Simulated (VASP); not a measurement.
Input of a VASP 6.6.1 run:

INCAR

```
SYSTEM = HfN
PREC = Accurate
ENCUT = 520
EDIFF = 1E-7
ISMEAR = 0
SIGMA = 0.15
LREAL = .False.
LASPH = .True.
NELM = 100
ALGO = Normal
ISIF = 2
LWAVE = .False.
LCHARG = .True.
GGA = PS
LELF = .True.
LVHAR = .True.
NBANDS = 14
```

Contents of KPOINTS:

```
regular mesh
0
Gamma
  18 18 18
  0 0 0
```

POSCAR

```
HfN
1.0
    0.0000000000      2.2844137500      2.2844137500
    2.2590000000      0.0254137500      2.2590000000
    2.2590000000      2.2590000000      0.0254137500
Hf N
1 1
Direct
    0.0000000000      0.0000000000      0.0000000000
    0.5000000000      0.5000000000      0.5000000000
```

Potentials or basis: VASP PAW PBE potentials, release 64 (Hf_pv, N).

Run with:

```console
$ cat potpaw_PBE.64/Hf_pv/POTCAR potpaw_PBE.64/N/POTCAR > POTCAR
$ mpirun -np 1 vasp_std > vasp.out
```

(1) Predict the pressure.

## Answers

(1) -5.1 GPa.

Caveat: the cell differs from its parent crystal (strain +0.0225 x Voigt [0, 0, 0, 1, 0, 0]); the PAW data sets were made with another functional, which shifts forces and pressure a little.
